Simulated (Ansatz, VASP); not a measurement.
## One calculation of ZnSe4, two programs

```xyz
5
Lattice="3.3818 -2.4231 -0.0019 3.3818 2.4231 -0.0019 -2.4371 0.0000 7.9355" Properties=species:S:1:pos:R:3 pbc="T T T"
Zn    3.3818   -2.3566   -0.0019
Se    3.0221    0.0602    4.7325
Se    1.3044    0.0602    3.1991
Se    4.7957    0.8467    1.3290
Se   -0.4692    0.8467    6.6027
```

Alike in both runs: functional PBE; k mesh 8 × 8 × 4; no spin polarisation.

Ansatz relaxed the structure, and its values are those at the end. VASP's run is a single point on that final structure, the one shown.

|  | VASP | Ansatz |
| --- | --- | --- |
| version | VASP 6.6.1 | Ansatz 0.2.0 |
| potentials or method | VASP PAW PBE potentials, release 64 (Zn, Se), cutoff 520 eV | scalar-relativistic, plane waves, PAW |
| occupations | gaussian, width 0.01 eV | fixed |
| valence electrons in the cell | 36 | 76 |

|  | VASP | Ansatz | Ansatz less VASP |
| --- | --- | --- | --- |
| gap on the k mesh at the Fermi level (eV) | 0.77 | 0.77 | +0.002 |
| least direct gap on the mesh (eV) | 1.04 | 1.05 | +0.002 |
| pressure (GPa) | 0.1 | 0.0 | -0.13 |
| rms of the force components (eV/Å) | 0.011 | 0.000 | -0.0109 |

VASP's potentials hold 36 valence electrons a cell and Ansatz's 76, so a difference there can come from the potentials and not from the codes.
